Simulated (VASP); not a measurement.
A run of VASP 6.6.1 is set up as follows.

The input POSCAR:

```
Ca2C
1.0
    0.0000000000      3.1285803957      3.1285803957
    3.1285803957      0.0000000000      3.1285803957
    3.1285803957      3.1285803957      0.0000000000
C Ca
1 2
Direct
    0.0000000000      0.0000000000      0.0000000000
    0.2500000000      0.2500000000      0.2500000000
    0.7500000000      0.7500000000      0.7500000000
```

Contents of INCAR.step1:

```
PREC = Accurate
ENCUT = 520
ISMEAR = 0
SIGMA = 0.01
LREAL = F
LASPH = T
NELM = 80
NBANDS = 19
GGA = PE
ALGO = Normal
EDIFF = 1E-4
LWAVE = T
LCHARG = F
```

INCAR.step2

```
PREC = Accurate
ENCUT = 520
EDIFF = 1E-7
ISMEAR = 0
SIGMA = 0.01
LREAL = F
LASPH = T
NELM = 80
ALGO = Normal
ISIF = 2
LWAVE = F
LCHARG = F
METAGGA = R2SCAN
LMIXTAU = T
NBANDS = 19
ISTART = 1
```

File KPOINTS:

```
Automatic mesh
0
Gamma
  6 6 6
```

Potentials or basis: VASP PAW PBE potentials, release 64 (C, Ca_sv).

Run with:

```bash
$ cat potpaw_PBE.64/C/POTCAR potpaw_PBE.64/Ca_sv/POTCAR > POTCAR
$ cp INCAR.step1 INCAR
$ mpirun -np 1 vasp_std > vasp.out
$ cp INCAR.step2 INCAR
$ mpirun -np 1 vasp_std > vasp.out
```

(1) What does it give for the pressure?

(2) Estimate the band gap on the k mesh.

Answers

(1) 0.4 GPa.

(2) 0.40 eV.

Caveat: the PAW data sets were made with another functional, which shifts forces and pressure a little.
